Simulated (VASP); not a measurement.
# MgS in VASP: a series of runs, part 2 of 2

VASP 6.6.1. Earlier steps stand in the parts before.

## (5) Single point, PBE (shear xy strain -0.6%)

The input, INCAR:

```
PREC = Accurate
ENCUT = 520
EDIFF = 1E-6
ISMEAR = -1
SIGMA = 0.02
LREAL = False
LASPH = True
NELM = 60
ALGO = Normal
ISIF = 2
LWAVE = False
LCHARG = True
GGA = PE
LELF = True
LVHAR = True
NBANDS = 11
```

The input, KPOINTS:

```
Automatic mesh
0
Gamma
  8 8 8
```

The input, POSCAR:

```
MgS
1.0
   -0.0090588059      2.8308768389      2.8308768389
    2.8308768389     -0.0090588059      2.8308768389
    2.8218180331      2.8218180331      0.0000000000
Mg S
1 1
Direct
   -0.0005885629     -0.0005885629      0.0005885629
    0.2505885629      0.2505885629      0.2494114371
```

Potentials or basis: VASP PAW PBE potentials, release 64 (Mg, S).

Launch:

```bash
cat potpaw_PBE.64/Mg/POTCAR potpaw_PBE.64/S/POTCAR > POTCAR
mpirun -np 1 vasp_std > vasp.out
```

OUTCAR:

```text
PREC = Accurate
   ENCUT = 520
   EDIFF = 1E-6
   ISMEAR = -1
   LREAL = False
   LASPH = True
   NELM = 60
   ISIF = 2
   GGA = PE

 ion  position               nearest neighbor table
   1  0.999  0.999  0.001-   2 2.45   2 2.45   2 2.45   2 2.45
   2  0.251  0.251  0.249-   1 2.45   1 2.45   1 2.45   1 2.45

  LATTYP: Found a body centered orthorhombic cell.
 ALAT       =     3.9906533330
 B/A-ratio  =     1.0064205457
 C/A-ratio  =     1.4187535738

  Lattice vectors:

 A1 = (   0.0090588059,  -2.8308768389,  -2.8308768389)
 A2 = (  -0.0090588058,   2.8308768390,  -2.8308768389)
 A3 = (   2.8308768389,  -0.0090588059,   2.8308768389)

Analysis of symmetry for initial positions (statically):
=====================================================================
 Subroutine PRICEL returns:
 Original cell was already a primitive cell.

 Routine SETGRP: Setting up the symmetry group for a
 body centered orthorhombic supercell.

 Subroutine GETGRP returns: Found  4 space group operations
 (whereof  4 operations were pure point group operations)
 out of a pool of  8 trial point group operations.

[... 165 lines left out ...]
 cond. band min:       4.5210861005   @ k =   0.0000   0.0000   0.0000
 fundamental gap:      3.4392996640
 Fermi energy:         1.4994908859

 k-point     1 :       0.0000    0.0000    0.0000
  band No.  band energies     occupation
      1     -10.2040      2.00000
      2       1.0450      2.00000
      3       1.0632      2.00000
      4       1.0818      2.00000
      5       4.5211      0.00000
      6       8.9715      0.00000
      7       9.0139      0.00000
      8       9.0556      0.00000
      9      11.8945      0.00000
     10      11.8949      0.00000
     11      14.7866      0.00000
[... 309 lines left out ...]
 k-point    24 :       0.2500    0.0000    0.1250
  band No.  band energies     occupation
      1      -9.9093      2.00000
      2      -0.4906      2.00000
      3       0.7194      2.00000
      4       0.7619      2.00000
      5       6.2085      0.00000
      6       8.2076      0.00000
      7       9.1993      0.00000
      8       9.7399      0.00000
      9      10.5712      0.00000
     10      12.3344      0.00000
     11      14.5429      0.00000

 [... further k-points ...]
[... 5 lines left out ...]
  --------------------------------------------------------------------------------------
  -------------------------------------------------------------------------------------
  Total        0.2640792      0.2640792      0.2637034      0.0555473     -0.0000000     -0.0000000
  in kB        9.3251592      9.3251592      9.3118900      1.9614847     -0.0000000     -0.0000000
  external PRESSURE =       9.3207361 kB  Pullay stress =       0.0000000 kB

 VOLUME and BASIS-vectors are now :
 -----------------------------------------------------------------------------
  energy-cutoff  :      520.00
  volume of cell :       45.37
      direct lattice vectors                 reciprocal lattice vectors
    -0.009058806  2.830876839  2.830876839    -0.176060328  0.176060328  0.176623721
     2.830876839 -0.009058806  2.830876839     0.176060328 -0.176060328  0.176623721
     2.821818033  2.821818033  0.000000000     0.177190731  0.177190731 -0.176623721

 POSITION                                       TOTAL-FORCE (eV/Angst)
 -----------------------------------------------------------------------------------
      2.82182      2.82182      5.65842         0.000000      0.000000     -0.001721
      1.41091      1.41091      1.41877        -0.000000     -0.000000      0.001721
 -----------------------------------------------------------------------------------
    total drift:                               -0.000000     -0.000000     -0.000054

  FREE ENERGIE OF THE ION-ELECTRON SYSTEM (eV)
  ---------------------------------------------------
  free  energy   TOTEN  =        -8.4704797944 eV

  energy  without entropy=       -8.4704797944  energy(sigma->0) =       -8.47047979
```

stdout:

```text
POSCAR found type information on POSCAR MgS
 POSCAR found :  2 types and       2 ions
 scaLAPACK will be used
 LDA part: xc-table for (Slater+PW92), standard interpolation
 POSCAR, INCAR and KPOINTS ok, starting setup
 FFT: planning ... GRIDC
 FFT: planning ... GRID_SOFT
 FFT: planning ... GRID
 WAVECAR not read
 entering main loop
```

Run time: 38 s. Hardware: 1 thread of Intel Xeon Platinum 8375C at 2.90GHz (Ice Lake), shared host; peak memory 0.19 GiB.

Results:

```
Free energy            : -8.4705 eV
Pressure               : 0.9 GPa
Band gap on the k mesh : 3.44 eV, direct
```

Caveat: the cell differs from its parent crystal (shear xy strain -0.6%). A k mesh can miss the band edges.

## (6) Single point, r2SCAN (uniaxial z strain +3.7%)

The input, POSCAR:

```
MgS
1.0
    0.0000000000      2.8308768389      2.9353361943
    2.8308768389      0.0000000000      2.9353361943
    2.8308768389      2.8308768389      0.0000000000
Mg S
1 1
Direct
    0.0000000000      0.0000000000      0.0000000000
    0.2500000000      0.2500000000      0.2500000000
```

The input, INCAR.step1:

```
SYSTEM = MgS
PREC     = Accurate       ! precision mode
ENCUT    = 520            ! plane-wave cutoff, eV
ISMEAR   = 0              ! smearing method
SIGMA    = 0.01           ! smearing width, eV
LREAL    = .False.        ! projectors in reciprocal space
LASPH    = .True.         ! aspherical terms in the spheres
NELM     = 60             ! most SCF steps
NBANDS   = 11             ! bands
GGA      = PE             ! functional
ALGO     = Normal         ! electronic algorithm
EDIFF    = 1E-4           ! SCF threshold, eV
LWAVE    = .True.         ! write WAVECAR
LCHARG   = .False.        ! write CHGCAR
```

The input, INCAR.step2:

```
SYSTEM = MgS
PREC     = Accurate       ! precision mode
ENCUT    = 520            ! plane-wave cutoff, eV
EDIFF    = 1E-6           ! SCF threshold, eV
ISMEAR   = 0              ! smearing method
SIGMA    = 0.01           ! smearing width, eV
LREAL    = .False.        ! projectors in reciprocal space
LASPH    = .True.         ! aspherical terms in the spheres
NELM     = 60             ! most SCF steps
ALGO     = Normal         ! electronic algorithm
ISIF     = 2              ! what is computed and relaxed
LWAVE    = .False.        ! write WAVECAR
LCHARG   = .False.        ! write CHGCAR
METAGGA  = R2SCAN         ! meta-GGA
LMIXTAU  = .True.       
NBANDS   = 11             ! bands
ISTART   = 1
```

The input, KPOINTS:

```
regular mesh
0
Gamma
  8 8 8
  0 0 0
```

Potentials or basis: VASP PAW PBE potentials, release 64 (Mg, S).

Launch:

```bash
cat potpaw_PBE.64/Mg/POTCAR potpaw_PBE.64/S/POTCAR > POTCAR
cp INCAR.step1 INCAR
mpirun -np 1 vasp_std > vasp.out
cp INCAR.step2 INCAR
mpirun -np 1 vasp_std > vasp.out
```

OUTCAR:

```text
SYSTEM = MgS
   PREC = Accurate
   ENCUT = 520
   EDIFF = 1E-6
   ISMEAR = 0
   LREAL = .False.
   LASPH = .True.
   NELM = 60
   ISIF = 2
   METAGGA = R2SCAN
   ISTART = 1

 ion  position               nearest neighbor table
   1  0.000  0.000  0.000-   2 2.48   2 2.48   2 2.48   2 2.48
   2  0.250  0.250  0.250-   1 2.48   1 2.48   1 2.48   1 2.48

  LATTYP: Found a body centered tetragonal cell.
 ALAT       =     4.0034644190
 C/A-ratio  =     1.4663980428

  Lattice vectors:

 A1 = (  -2.8308768389,   0.0000000000,   2.9353361943)
 A2 = (   2.8308768389,   0.0000000000,   2.9353361943)
 A3 = (   0.0000000000,   2.8308768389,  -2.9353361943)

Analysis of symmetry for initial positions (statically):
=====================================================================
 Subroutine PRICEL returns:
 Original cell was already a primitive cell.

 Routine SETGRP: Setting up the symmetry group for a
 body centered tetragonal supercell.

 Subroutine GETGRP returns: Found  8 space group operations
 (whereof  8 operations were pure point group operations)
 out of a pool of 16 trial point group operations.

The static configuration has the point symmetry D_2d.

Analysis of symmetry for dynamics (positions and initial velocities):
=====================================================================
 Subroutine PRICEL returns:
 Original cell was already a primitive cell.

 Routine SETGRP: Setting up the symmetry group for a
 body centered tetragonal supercell.

 Subroutine GETGRP returns: Found  8 space group operations
 (whereof  8 operations were pure point group operations)
 out of a pool of 16 trial point group operations.

The dynamic configuration has the point symmetry D_2d.

 Subroutine INISYM returns: Found  8 space group operations
 (whereof  8 operations are pure point group operations),
 and found     1 'primitive' translations

----------------------------------------------------------------------------------------

                                     Primitive cell
[... 114 lines left out ...]
  Thomas-Fermi vector in A             =   2.030726
   LORBIT       =      0    0 simple, 1 ext, 2 COOP (PROOUT), +10 PAW based schemes
   METAGGA = R2SCAN    functional components
   LHFCALC =     F    Hartree Fock is set to
   AEXX    =    0.0000 exact exchange contribution
   IVDW    =     0    specifies the selected vdW correction
   LEPSILON=     F    determine dielectric tensor
   LRPA    =     F    only Hartree local field effects (RPA)
 non-spin polarized calculation
 Gauss-broadening in eV      SIGMA  =   0.01
  energy-cutoff  :      520.00
  volume of cell :       47.05
 maximum number of plane-waves:      1287
   NGX = 15   NGY = 15   NGZ = 15

 number of electron       8.0000001 magnetization

 Free energy of the ion-electron system (eV)
  ---------------------------------------------------
  ext. energy  EPLUGINS =         0.00000000
  ---------------------------------------------------
  free energy    TOTEN  =       -15.43363812 eV

  energy without entropy =      -15.43363812  energy(sigma->0) =      -15.43363812

 E-fermi :   0.6900     XC(G=0):  -8.6332

 val. band max:        0.5879554271   @ k =   0.0000   0.0000   0.0000
 cond. band min:       4.4852362810   @ k =   0.0000   0.0000   0.0000
 fundamental gap:      3.8972808539
 Fermi energy:         0.6900149169

 k-point     1 :       0.0000    0.0000    0.0000
  band No.  band energies     occupation
      1     -11.0679      2.00000
      2       0.4836      2.00000
      3       0.5880      2.00000
      4       0.5880      2.00000
      5       4.4852      0.00000
      6       9.0421      0.00000
      7       9.0612      0.00000
      8       9.0612      0.00000
      9      11.6049      0.00000
     10      12.2352      0.00000
     11      14.5619      0.00000
[... 309 lines left out ...]
 k-point    24 :       0.3750    0.0000    0.1250
  band No.  band energies     occupation
      1     -10.5468      2.00000
      2      -1.8299      2.00000
      3       0.0255      2.00000
      4       0.1357      2.00000
      5       6.5439      0.00000
      6       8.2893      0.00000
      7       9.0670      0.00000
      8       9.4629      0.00000
      9      11.8886      0.00000
     10      13.4179      0.00000
     11      14.2469      0.00000

 [... further k-points ...]
[... 5 lines left out ...]
  --------------------------------------------------------------------------------------
  -------------------------------------------------------------------------------------
  Total       -0.5820546     -0.5820546     -0.8843507      0.0000000      0.0000000      0.0000000
  in kB      -19.8218663    -19.8218663    -30.1165571      0.0000000      0.0000000      0.0000000
  external PRESSURE =     -23.2534299 kB  Pullay stress =       0.0000000 kB

 VOLUME and BASIS-vectors are now :
 -----------------------------------------------------------------------------
  energy-cutoff  :      520.00
  volume of cell :       47.05
      direct lattice vectors                 reciprocal lattice vectors
     0.000000000  2.830876839  2.935336194    -0.176623721  0.176623721  0.170338240
     2.830876839  0.000000000  2.935336194     0.176623721 -0.176623721  0.170338240
     2.830876839  2.830876839  0.000000000     0.176623721  0.176623721 -0.170338240

 POSITION                                       TOTAL-FORCE (eV/Angst)
 -----------------------------------------------------------------------------------
      0.00000      0.00000      0.00000         0.000000      0.000000      0.000000
      1.41544      1.41544      1.46767        -0.000000     -0.000000     -0.000000
 -----------------------------------------------------------------------------------
    total drift:                               -0.000001     -0.000001     -0.000003

  FREE ENERGIE OF THE ION-ELECTRON SYSTEM (eV)
  ---------------------------------------------------
  free  energy   TOTEN  =       -15.4336381159 eV

  energy  without entropy=      -15.4336381159  energy(sigma->0) =      -15.43363812
```

OSZICAR.step1:

```text
N       E                     dE             d eps       ncg     rms          rms(c)
DAV:   1     0.248112696564E+02    0.24811E+02   -0.33399E+03  1314   0.570E+02
DAV:   2    -0.697968581273E+01   -0.31791E+02   -0.30285E+02  1592   0.987E+01
DAV:   3    -0.897564680616E+01   -0.19960E+01   -0.19932E+01  1619   0.269E+01
DAV:   4    -0.899240377062E+01   -0.16757E-01   -0.16755E-01  1544   0.300E+00
DAV:   5    -0.899261439552E+01   -0.21062E-03   -0.21062E-03  1645   0.332E-01    0.396E+00
DAV:   6    -0.849273574416E+01    0.49988E+00   -0.12870E+00  1427   0.415E+00    0.300E+00
DAV:   7    -0.845957041872E+01    0.33165E-01   -0.26536E-01  1553   0.208E+00    0.235E+00
DAV:   8    -0.846740531813E+01   -0.78349E-02   -0.24931E-02  1427   0.947E-01    0.134E+00
DAV:   9    -0.846645283413E+01    0.95248E-03   -0.25116E-03  1486   0.245E-01    0.461E-01
DAV:  10    -0.846667005007E+01   -0.21722E-03   -0.76299E-04  1469   0.128E-01    0.920E-02
DAV:  11    -0.846667720622E+01   -0.71562E-05   -0.55369E-05  1404   0.303E-02
   1 F= -.84666772E+01 E0= -.84666772E+01  d E =-.120001E-27
```

Wall time 1.8 min (1 thread of Intel Xeon Platinum 8375C at 2.90GHz (Ice Lake), shared host); peak memory 0.18 GiB.

What came out:

| Quantity | Value |
| --- | --- |
| Free energy | -15.4336 eV |
| Pressure | -2.3 GPa |
| Band gap on the k mesh | 3.90 eV, direct |

Stress tensor (GPa, compression positive):
```
-1.98  0.00  0.00
 0.00 -1.98  0.00
 0.00  0.00 -3.01
```

Caveat: the cell differs from its parent crystal (uniaxial z strain +3.7%); the PAW data sets were made with another functional, which shifts forces and pressure a little. A k mesh can miss the band edges.

## (7) The runs side by side

| level | cell | smearing | gap on the mesh (eV) | pressure (GPa) |
| --- | --- | --- | --- | --- |
| PBE | a = 3.929 Å, angles 60.0°, 2 atoms | fermi-dirac 0.02 eV | 3.75 | 4.7 |
| r2SCAN | a = 3.929 Å, angles 60.0°, 2 atoms | gaussian 0.01 eV | 4.27 | 3.5 |
| PBE | a = 4.078, b = 4.078, c = 4.003 Å, angles 60.6, 60.6, 58.8°, 2 atoms | fermi-dirac 0.02 eV | 3.24 | -1.1 |
| PBE | a = 4.003, b = 4.003, c = 3.991 Å, angles 60.1, 60.1, 60.2°, 2 atoms | fermi-dirac 0.02 eV | 3.44 | 0.9 |
| r2SCAN | a = 4.078, b = 4.078, c = 4.003 Å, angles 60.6, 60.6, 58.8°, 2 atoms | gaussian 0.01 eV | 3.90 | -2.3 |

Alike in all rows: task single point; potentials or basis VASP PAW PBE potentials, release 64 (Mg, S); no spin polarisation; k mesh 8 × 8 × 8; cutoff (eV) 520.

Caveats: the PAW data sets were made with another functional, which shifts forces and pressure a little (some runs).

Total energies depend on the potentials used, so only differences within one code and one set of settings carry meaning.
